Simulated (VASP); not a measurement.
Runs of VASP 6.6.1 on Mg. The structure is that of space group Pm-3m (No. 221), or close to it. The cells are those of the table. 

| task | cell | cutoff (eV) | k mesh for the DOS | occupations for the DOS | gap on the mesh (eV) | pressure (GPa) |
| --- | --- | --- | --- | --- | --- | --- |
| single point | a = 2.959 Å, 1 atom | 520 | - | - | none | -0.2 |
| single point | a = 2.180 Å, 1 atom | 520 | - | - | none | 126.7 |
| single point | a = 2.349 Å, 1 atom | 600 | - | - | none | 64.4 |
| single point | a = 2.349 Å, 1 atom | 520 | - | - | none | 64.4 |
| single point | a = 2.857 Å, 1 atom | 520 | - | - | none | (a) |
| single point | a = 2.959 Å, 1 atom | 600 | - | - | none | -0.2 |

Alike in all rows: level LDA; potentials or basis VASP PAW LDA potentials, release 64 (Mg); no spin polarisation; k mesh 15 × 15 × 15; smearing fermi-dirac 0.05 eV.

Problem. Estimate the missing entries.

Solution. (a) 3.1.

A gap of «none» marks levels without a gap at the run's occupations.
